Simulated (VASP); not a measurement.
Input of a VASP 6.6.1 run:

The input POSCAR:

```
Re
1.0
    2.7744280426      0.0000000000      0.0000000000
   -1.3872140213      2.4027251659      0.0000000000
    0.0000000000      0.0000000000      4.3667874260
Re
2
Direct
    0.6666666667      0.3333333333      0.7500000000
    0.3333333333      0.6666666667      0.2500000000
```

File INCAR.step1:

```
PREC     = Accurate       # precision mode
ENCUT    = 410            # plane-wave cutoff, eV
EDIFF    = 1E-5           # SCF threshold, eV
ISMEAR   = -1             # smearing method
SIGMA    = 0.05           # smearing width, eV
LREAL    = F              # projectors in reciprocal space
LASPH    = T              # aspherical terms in the spheres
NELM     = 120            # most SCF steps
ALGO     = Normal         # electronic algorithm
ISIF     = 2              # what is computed and relaxed
LWAVE    = T              # write WAVECAR
GGA      = PE             # functional
NBANDS   = 22             # bands
GGA_COMPAT= F
```

Contents of INCAR.step2:

```
PREC     = Accurate       # precision mode
ENCUT    = 410            # plane-wave cutoff, eV
EDIFF    = 1E-6           # SCF threshold, eV
ISMEAR   = -1             # smearing method
SIGMA    = 0.05           # smearing width, eV
LREAL    = F              # projectors in reciprocal space
LASPH    = T              # aspherical terms in the spheres
NELM     = 120            # most SCF steps
ALGO     = Normal         # electronic algorithm
ISIF     = 2              # what is computed and relaxed
LWAVE    = F              # write WAVECAR
LCHARG   = T              # write CHGCAR
GGA      = PE             # functional
LHFCALC  = T              # exact exchange
HFSCREEN = 0.2079         # screening, 1/A
PRECFOCK = Normal       
LELF     = T              # ELF
LVHAR    = T            
ISTART   = 1            
NBANDS   = 22             # bands
GGA_COMPAT= F
```

KPOINTS

```
Automatic mesh
0
Gamma
  6 6 3
```

Potentials or basis: VASP PAW PBE potentials, release 64 (Re_sv_GW).

Launch:

```sh
$ cat potpaw_PBE.64/Re_sv_GW/POTCAR > POTCAR
$ cp INCAR.step1 INCAR
$ mpirun -np 1 vasp_std > vasp.out
$ cp INCAR.step2 INCAR
$ mpirun -np 1 vasp_std > vasp.out
```

Task: What does it give for the band gap on the k mesh?

Result: Zero (bands 15 and 16 overlap by 3.29 eV).

Task: Estimate the pressure.

Result: -7.0 GPa.

Stress tensor (GPa, compression positive):
```
-6.88  0.00  0.00
 0.00 -6.88  0.00
 0.00  0.00 -7.18
```

Caveat: the k points lie up to 0.48 Å⁻¹ apart, too coarse for converged energies and pressures of a metal; the PAW data sets were made with another functional, which shifts forces and pressure a little; spin-orbit coupling is left out, which moves the levels of the heavy elements.
